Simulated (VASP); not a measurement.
Set up this calculation in VASP 6.6.1, as the native input.

```
Task                   : single point
Functional             : revPBE
Potentials or basis    : VASP PAW PBE potentials, release 64 (B, N)
Cutoff                 : 600 eV
k mesh                 : 8 × 8 × 3
Occupations            : gaussian, width 0.01 eV
Spin                   : no spin polarisation
Dipole correction      : no
Further INCAR settings : ALGO = Normal; EDIFF = 1e-06; NBANDS = 16
```

The structure of BN lies in POSCAR:

```
BN
1.0
    2.4772453940      0.0000000000      0.0000000000
   -1.2386226970      2.1453581320      0.0000000000
    0.0000000000      0.0000000000      6.5799351787
B N
2 2
Direct
    0.3333333333      0.6666666667      0.2500000000
    0.6666666667      0.3333333333      0.7500000000
    0.3333333333      0.6666666667      0.7500000000
    0.6666666667      0.3333333333      0.2500000000
```

One way to write it, as run:

INCAR

```
  ALGO = Normal
  EDIFF = 1E-6
  ENCUT = 600
  GGA = RE
  GGA_COMPAT = F
  ISIF = 2
  ISMEAR = 0
  LASPH = T
  LCHARG = T
  LELF = T
  LREAL = F
  LVHAR = T
  LWAVE = F
  NBANDS = 16
  NELM = 120
  PREC = Accurate
  SIGMA = 0.01
```

KPOINTS

```
k-points
0
Gamma
  8 8 3
```

Potentials or basis: VASP PAW PBE potentials, release 64 (B, N).

The run is started by

```bash
$ cat potpaw_PBE.64/B/POTCAR potpaw_PBE.64/N/POTCAR > POTCAR
$ mpirun -np 1 vasp_std > vasp.out
```

Results of the run:

```yaml
Pressure: 14.9 GPa
Band_gap_on_the_k_mesh: 4.39 eV, indirect (least direct gap 4.81 eV)
```

Caveat: the PAW data sets were made with another functional, which shifts forces and pressure a little; this functional lacks dispersion, which binds the layers, so the pressure and a relaxed spacing across them are unreliable.

It took 6.2 s on 1 thread of Intel(R) Xeon(R) 6975P-C (Granite Rapids) (shared host), peak memory 0.15 GiB.
